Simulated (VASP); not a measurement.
Input of a VASP 6.6.1 run:

INCAR

```
SYSTEM = Sr
PREC     = Accurate       ! precision mode
ENCUT    = 520            ! plane-wave cutoff, eV
EDIFF    = 1E-6           ! SCF threshold, eV
ISMEAR   = 0              ! smearing method
SIGMA    = 0.15           ! smearing width, eV
LREAL    = .FALSE.        ! projectors in reciprocal space
LASPH    = .TRUE.         ! aspherical terms in the spheres
NELM     = 60             ! most SCF steps
ALGO     = Fast           ! electronic algorithm
ISIF     = 2              ! what is computed and relaxed
LWAVE    = .FALSE.        ! write WAVECAR
LCHARG   = .FALSE.        ! write CHGCAR
GGA      = PE             ! functional
NBANDS   = 11             ! bands
```

File KPOINTS:

```
regular mesh
0
G
  14 14 14
  0 0 0
```

POSCAR

```
Sr
1.0
    0.0000000000      3.1184087500      2.8902325000
    3.1184087500      0.0000000000      2.8902325000
    3.1184087500      3.1184087500      0.0000000000
Sr
1
Direct
    0.0000000000      0.0000000000      0.0000000000
```

Potentials or basis: VASP PAW PBE potentials, release 64 (Sr_sv).

Run with:

```sh
$ cat potpaw_PBE.64/Sr_sv/POTCAR > POTCAR
$ mpirun -np 1 vasp_std > vasp.out
```

Task: What does it give for the band gap on the k mesh?

Result: Zero (band 5 reaches 1.61 eV, above the bottom of band 6 at 1.48 eV).

Task: Estimate the pressure.

Result: -0.3 GPa.

Stress tensor (GPa, compression positive):
```
-0.35  0.00  0.00
 0.00 -0.35  0.00
 0.00  0.00 -0.12
```

Caveat: the cell differs from its parent crystal (strain +0.025 along x and y, -0.050 along z).
